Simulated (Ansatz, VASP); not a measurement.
**InP: VASP beside Ansatz**

Contents of INCAR:

```
  ALGO = Normal
  EDIFF = 1E-6
  ENCUT = 520
  GGA = PE
  ISIF = 2
  ISMEAR = 0
  LASPH = T
  LCHARG = T
  LELF = T
  LREAL = F
  LVHAR = T
  LWAVE = F
  NBANDS = 16
  NELM = 60
  PREC = Accurate
  SIGMA = 0.05
```

The input KPOINTS:

```
k-points
0
Gamma
  10 10 10
```

File POSCAR:

```
InP
1.0
    0.0000000000      3.0694352298      3.0694352298
    3.0694352298      0.0000000000      3.0694352298
    3.0694352298      3.0694352298      0.0000000000
In P
1 1
Direct
    0.0000000000      0.0000000000      0.0000000000
    0.7500000000      0.7500000000      0.7500000000
```

Input for Ansatz:

```yaml
crystal:
  lattice:
    - [0.0, 3.0694352298, 3.0694352298]
    - [3.0694352298, 0.0, 3.0694352298]
    - [3.0694352298, 3.0694352298, 0.0]
  atoms:
    - { symbol: In, position: [0.0, 0.0, 0.0] }
    - { symbol: P, position: [0.75, 0.75, 0.75] }
basis:
  ecutwfc: 420
kpoints:
  mp_grid: { grid: [10, 10, 10] }
hamiltonian:
  xc: pbe
scf:
  occupations: { method: gaussian, width: 0.05 }
output:
  forces: true
  stress: true
  eigenvalues: true
```

Change from the starting cell: strain +0.030 along x and y, +0.030 along z, atoms carried along.

Alike in both runs: task single point; functional PBE; k mesh 10 × 10 × 10; occupations gaussian, width 0.05 eV; no spin polarisation.

|  | VASP | Ansatz |
| --- | --- | --- |
| version | VASP 6.6.1 | Ansatz 0.2.0 |
| potentials or method | VASP PAW PBE potentials, release 64 (In_d, P), cutoff 520 eV | scalar-relativistic, plane waves, PAW |
| valence electrons in the cell | 18 | 18 |

```tsv
	VASP	Ansatz	Ansatz less VASP
gap on the k mesh at the Fermi level (eV)	none	none	-
pressure (GPa)	-4.3	-4.3	+0.03
```

A gap of «none» marks a metal or a gap that the smearing closes.
